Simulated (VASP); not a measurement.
Input of a VASP 6.6.1 run:

INCAR

```
ALGO = Normal
EDIFF = 1E-6
ENCUT = 500
GGA = PS
GGA_COMPAT = F
ISIF = 2
ISMEAR = 0
LASPH = T
LCHARG = F
LREAL = F
LWAVE = F
NBANDS = 30
NELM = 120
PREC = Accurate
SIGMA = 0.02
```

KPOINTS

```
k-points
0
Gamma
  6 6 6
```

The input POSCAR:

```
CsSnBr3
1.0
    5.7653092762      0.0000000000      0.0000000000
    0.0000000000      5.7653092762      0.0000000000
    0.0000000000      0.0000000000      5.7653092762
Cs Sn Br
1 1 3
Direct
    0.0000000000      0.0000000000      0.0000000000
    0.5000000000      0.5000000000      0.5000000000
    0.5000000000      0.0000000000      0.5000000000
    0.5000000000      0.5000000000      0.0000000000
    0.0000000000      0.5000000000      0.5000000000
```

Potentials or basis: VASP PAW PBE potentials, release 64 (Cs_sv, Sn_d, Br).

The run is started by

```sh
$ cat potpaw_PBE.64/Cs_sv/POTCAR potpaw_PBE.64/Sn_d/POTCAR potpaw_PBE.64/Br/POTCAR > POTCAR
$ mpirun -np 1 vasp_std > vasp.out
```

Q: What does it give for the pressure?

A: 0.0 GPa.

Q: Predict the band gap on the k mesh.

A: 0.21 eV.

Caveat: semilocal functionals underestimate gaps, and a narrow one can read as zero; the PAW data sets were made with another functional, which shifts forces and pressure a little; spin-orbit coupling is left out, which moves the levels of the heavy elements. A k mesh can miss the band edges.
